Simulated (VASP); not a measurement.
# SnO (P4/nmm) in VASP: single point with PBE

Aim: the single point of SnO with PBE.

All numbers are computed with VASP 6.6.1; they aren't measurements. Logs are shortened: lines on timing, memory, paths and dates and some standing lists are left out, and cuts for length are marked.

### Step 1. The cell of the first run

Symmetry: P4/nmm, No. 129, tetragonal system. Conventional cell: a = 3.484 Å, b = 3.484 Å, c = 5.760 Å, α = 90.00°, β = 90.00°, γ = 90.00°. Within 2.9 Å of Sn (site symmetry 4mm) lie 4 O at 2.22 Å. O (site symmetry -4m2) has 4 Sn at 2.22 Å and 4 O at 2.46 Å within 2.9 Å.

### Step 2. Single point, PBE

Input file INCAR:

```
PREC = Accurate
ENCUT = 520
EDIFF = 1E-6
ISMEAR = 0
SIGMA = 0.15
LREAL = False
LASPH = True
NELM = 60
ALGO = Normal
ISIF = 2
LWAVE = False
LCHARG = True
GGA = PE
LELF = True
LVHAR = True
NBANDS = 28
```

Input file KPOINTS:

```
Automatic mesh
0
Gamma
  14 14 12
```

Input file POSCAR:

```
SnO
1.0
    3.4836217635      0.0000000000      0.0000000000
    0.0000000000      3.4836217635      0.0000000000
    0.0000000000      0.0000000000      5.7603454242
Sn O
2 2
Direct
    0.0000000000      0.5000000000      0.2385000000
    0.5000000000      0.0000000000      0.7615000000
    0.0000000000      0.0000000000      0.0000000000
    0.5000000000      0.5000000000      0.0000000000
```

Potentials or basis: VASP PAW PBE potentials, release 64 (Sn_d, O).

Started as:

```
cat potpaw_PBE.64/Sn_d/POTCAR potpaw_PBE.64/O/POTCAR > POTCAR
mpirun -np 1 vasp_std > vasp.out
```

OUTCAR:

```text
PREC = Accurate
   ENCUT = 520
   EDIFF = 1E-6
   ISMEAR = 0
   LREAL = False
   LASPH = True
   NELM = 60
   ISIF = 2
   GGA = PE

 ion  position               nearest neighbor table
   1  0.000  0.500  0.239-   3 2.22   4 2.22   3 2.22   4 2.22   2 3.69   2 3.69   2 3.69   2 3.69

   2  0.500  0.000  0.761-   3 2.22   4 2.22   4 2.22   3 2.22   1 3.69   1 3.69   1 3.69   1 3.69

   3  0.000  0.000  0.000-   1 2.22   2 2.22   1 2.22   2 2.22
   4  0.500  0.500  0.000-   1 2.22   2 2.22   2 2.22   1 2.22

  LATTYP: Found a simple tetragonal cell.
 ALAT       =     3.4836217635
 C/A-ratio  =     1.6535507628

  Lattice vectors:

 A1 = (   3.4836217635,   0.0000000000,   0.0000000000)
 A2 = (   0.0000000000,   3.4836217635,   0.0000000000)
 A3 = (   0.0000000000,   0.0000000000,   5.7603454242)

Analysis of symmetry for initial positions (statically):
=====================================================================
 Subroutine PRICEL returns:
 Original cell was already a primitive cell.

 Routine SETGRP: Setting up the symmetry group for a
 simple tetragonal supercell.

 Subroutine GETGRP returns: Found 16 space group operations
 (whereof  8 operations were pure point group operations)
 out of a pool of 16 trial point group operations.

The static configuration has the point symmetry D_2d.
 The point group associated with its full space group is D_4h.

Analysis of symmetry for dynamics (positions and initial velocities):
=====================================================================
 Subroutine PRICEL returns:
 Original cell was already a primitive cell.

 Routine SETGRP: Setting up the symmetry group for a
 simple tetragonal supercell.

 Subroutine GETGRP returns: Found 16 space group operations
 (whereof  8 operations were pure point group operations)
 out of a pool of 16 trial point group operations.

The dynamic configuration has the point symmetry D_2d.
 The point group associated with its full space group is D_4h.

 Subroutine INISYM returns: Found 16 space group operations
 (whereof  8 operations are pure point group operations),
 and found     1 'primitive' translations

----------------------------------------------------------------------------------------

                                     Primitive cell

  volume of cell :      69.9054

  direct lattice vectors                    reciprocal lattice vectors
     3.483621763  0.000000000  0.000000000     0.287057571  0.000000000  0.000000000
     0.000000000  3.483621763  0.000000000     0.000000000  0.287057571  0.000000000
     0.000000000  0.000000000  5.760345424     0.000000000  0.000000000  0.173600700

  length of vectors
     3.483621763  3.483621763  5.760345424     0.287057571  0.287057571  0.173600700

  position of ions in fractional coordinates (direct lattice)
     0.000000000  0.500000000  0.238500000
     0.500000000  0.000000000  0.761500000
     0.000000000  0.000000000  0.000000000
     0.500000000  0.500000000  0.000000000

  ion indices of the primitive-cell ions
   primitive index   ion index
                 1           1
                 2           2
                 3           3
                 4           4

----------------------------------------------------------------------------------------

 KPOINTS: Automatic mesh

Automatic generation of k-mesh.
 Grid dimensions read from file:
 generate k-points for:   14   14   12

 Generating k-lattice:

  Cartesian coordinates                     Fractional coordinates (reciprocal lattice)
     0.020504112  0.000000000  0.000000000     0.071428571  0.000000000  0.000000000
     0.000000000  0.020504112  0.000000000     0.000000000  0.071428571  0.000000000
     0.000000000  0.000000000  0.014466725     0.000000000  0.000000000  0.083333333

  Length of vectors
     0.020504112  0.020504112  0.014466725

  Shift w.r.t. Gamma in fractional coordinates (k-lattice)
     0.000000000  0.000000000  0.000000000

 Subroutine IBZKPT returns following result:
 ===========================================

 Found    252 irreducible k-points:

 Following reciprocal coordinates:
            Coordinates               Weight
  0.000000  0.000000  0.000000      1.000000
  0.071429  0.000000  0.000000      4.000000
  0.142857  0.000000  0.000000      4.000000
  0.214286  0.000000  0.000000      4.000000
  0.285714  0.000000  0.000000      4.000000
  0.357143  0.000000  0.000000      4.000000
[... 16 lines left out ...]
  0.285714  0.214286  0.000000      8.000000
  0.357143  0.214286  0.000000      8.000000
 [... further k-points ...]
   k-points           NKPTS =    252   k-points in BZ     NKDIM =    252   number of bands    NBANDS=     28
   number of dos      NEDOS =    301   number of ions     NIONS =      4
   total plane-waves  NPLWV =  37632
   dimension x,y,z NGX =    28 NGY =   28 NGZ =   48
   dimension x,y,z NGXF=    56 NGYF=   56 NGZF=   96
   ions per type =               2   2
   NGX,Y,Z   is equivalent  to a cutoff of  13.36, 13.36, 13.85 a.u.
   NGXF,Y,Z  is equivalent  to a cutoff of  26.72, 26.72, 27.71 a.u.
 SYSTEM =  unknown system
   PREC   = accura    normal or accurate (medium, high low for compatibility)
   ISTART =      0    job   : 0-new  1-cont  2-samecut
   ICHARG =      2    charge: 1-file 2-atom 10-const
   ISPIN  =      1    spin polarized calculation?
   LNONCOLLINEAR =      F non collinear calculations
   LSORBIT =      F    spin-orbit coupling
   LASPH  =      T    aspherical Exc in radial PAW
   ENCUT  =  520.0 eV  38.22 Ry    6.18 a.u.   6.48  6.48 10.71*2*pi/ulx,y,z
   NELM   =     60;   NELMIN=  2; NELMDL= -5     # of ELM steps
   EDIFF  = 0.1E-05   stopping-criterion for ELM
   LREAL  =      F    real-space projection
   EDIFFG = 0.1E-04   stopping-criterion for IOM
   NSW    =      0    number of steps for IOM
   IBRION =     -1    ionic relax: 0-MD 1-quasi-New 2-CG
   NFREE  =      0    steps in history (QN), initial steepest desc. (CG)
   ISIF   =      2    stress and relaxation
   ISYM   =      2    0-nonsym 1-usesym 2-fastsym
   POTIM  = 0.5000    time-step for ionic-motion
   TEBEG  =    0.0;   TEEND  =   0.0 temperature during run
   PSTRESS=    0.0 pullay stress
   NELECT =      40.0000    total number of electrons
   NUPDOWN=      -1.0000    fix difference up-down
   EMIN   =  10.00;   EMAX   =-10.00  energy-range for DOS
   EFERMI =   0.00;   METHOD = LEGACY
   ISMEAR =     0;   SIGMA  =   0.15  broadening in eV -4-tet -1-fermi 0-gaus
   EFERMI_NEDOS =   21; number of points for ismear=-14 and -15
   IALGO  =     38    algorithm
   IMIX   =      4    mixing-type and parameters
     AMIX     =   0.40;   BMIX     =  1.00
     AMIX_MAG =   1.60;   BMIX_MAG =  1.00
  volume/ion in A,a.u.               =      17.48       117.94
  Fermi-wavevector in a.u.,A,eV,Ry     =   1.359121  2.568365 25.132801  1.847209
  Thomas-Fermi vector in A             =   2.485896
   LORBIT       =      0    0 simple, 1 ext, 2 COOP (PROOUT), +10 PAW based schemes
   GGA     = PE    functional components
   LHFCALC =     F    Hartree Fock is set to
   AEXX    =    0.0000 exact exchange contribution
   IVDW    =     0    specifies the selected vdW correction
   LEPSILON=     F    determine dielectric tensor
   LRPA    =     F    only Hartree local field effects (RPA)
 non-spin polarized calculation
 Gauss-broadening in eV      SIGMA  =   0.15
  energy-cutoff  :      520.00
  volume of cell :       69.91
 maximum number of plane-waves:      1918
 NGX is ok and might be reduce to    28
   NGX = 13   NGY = 13   NGZ = 21

 number of electron      39.9999998 magnetization

 Free energy of the ion-electron system (eV)
  ---------------------------------------------------
  ext. energy  EPLUGINS =         0.00000000
  ---------------------------------------------------
  free energy    TOTEN  =       -21.65107677 eV

  energy without entropy =      -21.65073516  energy(sigma->0) =      -21.65090596

 E-fermi :   6.9913     XC(G=0): -10.2541

 val. band max:        6.8533984424   @ k =   0.0000   0.0000   0.0000
 cond. band min:       7.0459653978   @ k =   0.5000   0.5000   0.0000
 fundamental gap:      0.1925669554
 Fermi energy:         6.9913301971

 k-point     1 :       0.0000    0.0000    0.0000
  band No.  band energies     occupation
      1     -14.7734      2.00000
      2     -14.5345      2.00000
      3     -14.3821      2.00000
      4     -14.3643      2.00000
      5     -14.3473      2.00000
      6     -14.3473      2.00000
[... 20 lines left out ...]
     27      14.6933      0.00000
     28      14.8839      0.00000

 k-point     2 :       0.0714    0.0000    0.0000
  band No.  band energies     occupation
      1     -14.7696      2.00000
      2     -14.5301      2.00000
      3     -14.3836      2.00000
      4     -14.3672      2.00000
      5     -14.3517      2.00000
      6     -14.3449      2.00000
[... 20 lines left out ...]
     27      14.7992      0.00000
     28      15.6582      0.00000

 k-point     3 :       0.1429    0.0000    0.0000
  band No.  band energies     occupation
      1     -14.7593      2.00000
      2     -14.5193      2.00000
      3     -14.3877      2.00000
      4     -14.3740      2.00000
      5     -14.3635      2.00000
      6     -14.3558      2.00000
[... 20 lines left out ...]
     27      14.9157      0.00000
     28      17.1159      0.00000

 k-point     4 :       0.2143    0.0000    0.0000
  band No.  band energies     occupation
      1     -14.7452      2.00000
      2     -14.5123      2.00000
      3     -14.4237      2.00000
      4     -14.3936      2.00000
      5     -14.3826      2.00000
      6     -14.3790      2.00000
[... 20 lines left out ...]
     27      15.0905      0.00000
     28      18.5319      0.00000

 k-point     5 :       0.2857    0.0000    0.0000
  band No.  band energies     occupation
      1     -14.7302      2.00000
      2     -14.5423      2.00000
      3     -14.4503      2.00000
      4     -14.4000      2.00000
      5     -14.3943      2.00000
      6     -14.3917      2.00000
[... 20 lines left out ...]
     27      15.3312      0.00000
     28      19.2691      0.00000

 k-point     6 :       0.3571    0.0000    0.0000
  band No.  band energies     occupation
      1     -14.7152      2.00000
      2     -14.5965      2.00000
      3     -14.4430      2.00000
      4     -14.4069      2.00000
      5     -14.4055      2.00000
      6     -14.3999      2.00000
[... 463 lines left out ...]
      5     -14.4144      2.00000
      6     -14.4144      2.00000
[... 20 lines left out ...]
     27      16.1243      0.00000
     28      16.1243      0.00000

 k-point    22 :       0.2143    0.2143    0.0000
  band No.  band energies     occupation
      1     -14.7269      2.00000
      2     -14.5386      2.00000
      3     -14.4631      2.00000
      4     -14.4069      2.00000
      5     -14.4003      2.00000
      6     -14.3916      2.00000
[... 20 lines left out ...]
     27      17.0220      0.00000
     28      17.0818      0.00000

 k-point    23 :       0.2857    0.2143    0.0000
  band No.  band energies     occupation
      1     -14.7204      2.00000
      2     -14.5915      2.00000
      3     -14.4414      2.00000
      4     -14.4145      2.00000
      5     -14.4097      2.00000
      6     -14.3964      2.00000
[... 20 lines left out ...]
     27      16.1248      0.00000
     28      16.6578      0.00000

 k-point    24 :       0.3571    0.2143    0.0000
  band No.  band energies     occupation
      1     -14.7157      2.00000
      2     -14.6383      2.00000
      3     -14.4230      2.00000
      4     -14.4205      2.00000
      5     -14.4181      2.00000
      6     -14.3984      2.00000
[... 20 lines left out ...]
     27      15.4967      0.00000
     28      16.3012      0.00000

 [... further k-points ...]

------------------------ aborting loop because EDIFF is reached ----------------------------------------

  FORCE on cell =-STRESS in cart. coord.  units (eV):
  Direction    XX          YY          ZZ          XY          YZ          ZX
  --------------------------------------------------------------------------------------
  -------------------------------------------------------------------------------------
  Total        7.3418824      7.3418824     -5.0644321      0.0000000     -0.0000000      0.0000000
  in kB      168.2703072    168.2703072   -116.0728953      0.0000000     -0.0000000      0.0000000
  external PRESSURE =      73.4892397 kB  Pullay stress =       0.0000000 kB

 VOLUME and BASIS-vectors are now :
 -----------------------------------------------------------------------------
  energy-cutoff  :      520.00
  volume of cell :       69.91
      direct lattice vectors                 reciprocal lattice vectors
     3.483621763  0.000000000  0.000000000     0.287057571  0.000000000  0.000000000
     0.000000000  3.483621763  0.000000000     0.000000000  0.287057571  0.000000000
     0.000000000  0.000000000  5.760345424     0.000000000  0.000000000  0.173600700

 POSITION                                       TOTAL-FORCE (eV/Angst)
 -----------------------------------------------------------------------------------
      0.00000      1.74181      1.37384        -0.000000      0.000000     -1.975114
      1.74181      0.00000      4.38650         0.000000      0.000000      1.975114
      0.00000      0.00000      0.00000        -0.000000     -0.000000      0.000000
      1.74181      1.74181      0.00000         0.000000      0.000000      0.000000
 -----------------------------------------------------------------------------------
    total drift:                                0.000000      0.000000      0.000000

  FREE ENERGIE OF THE ION-ELECTRON SYSTEM (eV)
  ---------------------------------------------------
  free  energy   TOTEN  =       -21.6510767650 eV

  energy  without entropy=      -21.6507351591  energy(sigma->0) =      -21.65090596
```

Run time: 5.5 min. Hardware: 1 thread of AMD EPYC 7R13 (Zen 3), shared host; peak memory 0.46 GiB.

Results:

| Quantity | Value |
| --- | --- |
| Free energy | -21.6511 eV |
| Pressure | 7.3 GPa |
| Largest force | 1.975 eV/Å |
| Band gap on the k mesh | 0.19 eV (least direct gap 0.84 eV) |

Forces in eV/Å, atoms in the order of the input:
```
Sn   0.000  0.000 -1.975
Sn   0.000  0.000  1.975
O    0.000  0.000  0.000
O    0.000  0.000  0.000
```

Stress tensor (GPa, compression positive):
```
 16.83   0.00   0.00
  0.00  16.83   0.00
  0.00   0.00 -11.61
```

Caveat: the cell stands under pressure; spin-orbit coupling is left out, which moves the levels of the heavy elements; forces of over 1 eV/Å act on the atoms, so gaps and moduli don't describe the material at rest.
